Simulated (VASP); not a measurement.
Cs8Sn7GeI23 (a cell with a defect): single point with PBEsol

System: Cs8Sn7GeI23 (a cell with a defect).

```
Cs Ge Sn I
1.0
    12.31446    0.00000    0.00000
     0.00000   12.31446    0.00000
     0.00000    0.00000   12.31446
Cs Ge Sn I
8 1 7 23
Direct
  0.03193 0.03209 0.00611
  0.01164 0.01112 0.49811
  0.01553 0.47687 0.00258
  0.01389 0.49351 0.49730
  0.47124 0.01507 0.00300
  0.48879 0.02071 0.49738
  0.48789 0.49224 0.99961
  0.47111 0.47353 0.49692
  0.25644 0.25862 0.25372
  0.25144 0.25367 0.75131
  0.25461 0.75715 0.25074
  0.25384 0.75344 0.75048
  0.75516 0.25529 0.25047
  0.75132 0.25482 0.75162
  0.75090 0.75145 0.27033
  0.75104 0.75206 0.73037
  0.25456 0.25632 0.00491
  0.24477 0.24838 0.49228
  0.21675 0.75166 0.00072
  0.28669 0.75339 0.49960
  0.74819 0.20682 0.00073
  0.75112 0.29078 0.49945
  0.71239 0.68562 0.50034
  0.00349 0.25085 0.24757
  0.00120 0.25009 0.75261
  0.99920 0.74934 0.28199
  0.99939 0.74928 0.71232
  0.49023 0.25054 0.25144
  0.50040 0.25160 0.74744
  0.50300 0.75388 0.21398
  0.50275 0.75570 0.78887
  0.24986 0.00574 0.24903
  0.24924 0.00333 0.75157
  0.24888 0.49254 0.25100
  0.25136 0.50245 0.74832
  0.74778 0.99796 0.29252
  0.74806 0.99715 0.70046
  0.75244 0.50178 0.20708
  0.75347 0.50062 0.79509
```

```
Program             : VASP 6.6.1
Task                : single point
Functional          : PBEsol
Potentials or basis : VASP PAW PBE potentials, release 64 (Cs_sv, Ge_d, Sn_d, I)
Cutoff              : 410 eV
k mesh              : 1 × 1 × 1, shifted
Occupations         : fermi-dirac, width 0.05 eV
Spin                : no spin polarisation
```

```yaml
Largest_force: 0.015 eV/Å
```

Forces in eV/Å, atoms in the order of the input:
```
Cs   0.001 -0.001 -0.003
Cs   0.003  0.003  0.008
Cs   0.001  0.001 -0.003
Cs   0.000  0.001  0.000
Cs   0.003 -0.002 -0.002
Cs  -0.003  0.005  0.004
Cs  -0.001 -0.003 -0.003
Cs   0.002  0.004  0.000
Ge  -0.004 -0.003 -0.002
Sn   0.000 -0.003 -0.002
Sn  -0.006 -0.004 -0.001
Sn   0.001  0.001  0.003
Sn  -0.003 -0.004 -0.006
Sn   0.004 -0.013  0.004
Sn   0.004  0.001  0.004
Sn  -0.005  0.005 -0.009
I    0.008  0.000  0.000
I    0.000  0.000  0.001
I   -0.009 -0.005 -0.003
I   -0.001 -0.005 -0.001
I    0.000  0.005 -0.004
I    0.001  0.000  0.002
I    0.000  0.006  0.001
I   -0.004  0.005  0.004
I   -0.004  0.002 -0.009
I    0.004  0.001  0.003
I    0.005  0.004  0.008
I    0.000  0.000 -0.004
I    0.000 -0.003  0.009
I   -0.007  0.001 -0.003
I    0.001 -0.002  0.000
I    0.002 -0.002  0.001
I    0.002 -0.005 -0.005
I    0.002  0.004 -0.002
I   -0.003 -0.007  0.004
I   -0.002  0.002 -0.004
I    0.005  0.012  0.008
I    0.002  0.000 -0.001
I    0.002 -0.001  0.001
```

Levels at points of the mesh, in eV from the Fermi level:
```
           k point  band 168  band 169  band 170  band 171  band 172  band 173  band 174  band 175  band 176  band 177
(0.25, 0.25, 0.25)     -1.48     -1.34     -1.20     -1.12     -0.95      0.94      1.27      1.29      1.48      1.48
```

Run time: 13 min on 1 thread of Intel(R) Xeon(R) Platinum 8375C CPU @ 2.90GHz (Ice Lake) (shared host), peak memory 1.2 GiB.

Caveat: the cell carries a net charge on a neutralising background, which shifts energy and pressure; the cell is charged against a uniform background, so pressure and absolute levels hang on convention; the PAW data sets were made with another functional, which shifts forces and pressure a little; spin-orbit coupling is left out, which moves the levels of the heavy elements.
